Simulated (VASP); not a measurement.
Write the native input for VASP 6.6.1 that does the following.

```yaml
Task: single point
Functional: PBEsol
Potentials_or_basis: VASP PAW PBE potentials, release 64 (Ti_sv, Ni)
Cutoff: 520 eV
k_mesh: 18 × 18 × 18
Occupations: gaussian, width 0.1 eV
Spin: no spin polarisation
Dipole_correction: no
Further_INCAR_settings: ALGO = Fast; EDIFF = 1e-06; NBANDS = 18
```

The structure of TiNi lies in POSCAR:

```
TiNi
1.0
    2.8817448694      0.0000000000      0.0000000000
    0.0000000000      2.8817448694      0.0000000000
    0.0000000000      0.0000000000      2.8817448694
Ti Ni
1 1
Direct
    0.5000000000      0.5000000000      0.5000000000
    0.0000000000      0.0000000000      0.0000000000
```

This cell differs from its parent crystal: equal strain along all axes, cell held: -3.0 %.

One way to write it, as run:

INCAR

```
SYSTEM = TiNi
PREC     = Accurate       ! precision mode
ENCUT    = 520            ! plane-wave cutoff, eV
EDIFF    = 1E-6           ! SCF threshold, eV
ISMEAR   = 0              ! smearing method
SIGMA    = 0.1            ! smearing width, eV
LREAL    = .FALSE.        ! projectors in reciprocal space
LASPH    = .TRUE.         ! aspherical terms in the spheres
NELM     = 60             ! most SCF steps
ALGO     = Fast           ! electronic algorithm
ISIF     = 2              ! what is computed and relaxed
LWAVE    = .FALSE.        ! write WAVECAR
LCHARG   = .FALSE.        ! write CHGCAR
GGA      = PS             ! functional
NBANDS   = 18             ! bands
```

KPOINTS

```
regular mesh
0
G
  18 18 18
  0 0 0
```

Potentials or basis: VASP PAW PBE potentials, release 64 (Ti_sv, Ni).

The run is started by

```sh
$ cat potpaw_PBE.64/Ti_sv/POTCAR potpaw_PBE.64/Ni/POTCAR > POTCAR
$ mpirun -np 1 vasp_std > vasp.out
```

It gave:

The pressure is 18.9 GPa and the band gap on the k mesh is zero (bands 11 and 12 overlap by 2.07 eV).

Caveat: the cell differs from its parent crystal (equal strain along all axes, cell held: -3.0 %); the cell stands under pressure; the PAW data sets were made with another functional, which shifts forces and pressure a little.

It took 5.6 min on 1 thread of AMD EPYC 7R13, on a shared host, peak memory 0.19 GiB.
